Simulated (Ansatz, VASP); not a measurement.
**One calculation of Al6N, two programs**

```
Al N
1.0
     2.53643   -4.42338   -0.02661
     2.53643    4.42338   -0.02661
    -1.57959    0.00000    4.85357
Al N
6 1
Direct
  0.73661 0.73661 0.35099
  0.39269 0.04467 0.34712
  0.04467 0.39269 0.34712
  0.55262 0.89636 0.83396
  0.89636 0.55262 0.83396
  0.20967 0.20967 0.82140
  0.34508 0.34508 0.20993
```

Alike in both runs: functional PBE; k mesh 8 × 8 × 8; occupations gaussian, width 0.1 eV; no spin polarisation.

Ansatz relaxed the structure, and its values are those at the end. VASP's run is a single point on that final structure, the one shown.

|  | VASP | Ansatz |
| --- | --- | --- |
| version | VASP 6.6.1 | Ansatz 0.2.0 |
| potentials or method | VASP PAW PBE potentials, release 64 (Al, N), cutoff 520 eV | scalar-relativistic, plane waves, PAW |
| valence electrons in the cell | 23 | 23 |

```csv
,VASP,Ansatz,Ansatz less VASP
gap on the k mesh at the Fermi level (eV),none,none,-
pressure (GPa),-0.1,0.0,+0.06
```

A gap of «none» marks a metal or a gap that the smearing closes.
